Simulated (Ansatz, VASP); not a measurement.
W2I: VASP beside Ansatz

```xyz
3
Lattice="0.0000 3.1247 3.1247 3.1247 0.0000 3.1247 3.1247 3.1247 0.0000" Properties=species:S:1:pos:R:3 pbc="T T T"
W     1.5624    1.5624    1.5624
W     4.6871    4.6871    4.6871
I     0.0000    0.0000    0.0000
```

Alike in both runs: functional PBE; k mesh 6 × 6 × 6; occupations gaussian, width 0.1 eV; no spin polarisation.

Ansatz relaxed the structure, and its values are those at the end. VASP's run is a single point on that final structure, the one shown.

|  | VASP | Ansatz |
| --- | --- | --- |
| version | VASP 6.6.1 | Ansatz 0.2.0 |
| potentials or method | VASP PAW PBE potentials, release 64 (W_sv, I), cutoff 520 eV | scalar-relativistic, plane waves, PAW |
| valence electrons in the cell | 35 | 45 |

```tsv
	VASP	Ansatz	Ansatz less VASP
gap on the k mesh at the Fermi level (eV)	none	none	-
pressure (GPa)	-0.1	-0.1	+0.02
```

A gap of «none» marks a metal or a gap that the smearing closes. With one functional, cell and mesh, what is left measures potentials, basis and numerics. VASP's potentials hold 35 valence electrons a cell and Ansatz's 45, so a difference there can come from the potentials and not from the codes.

Spin-orbit coupling is off throughout.
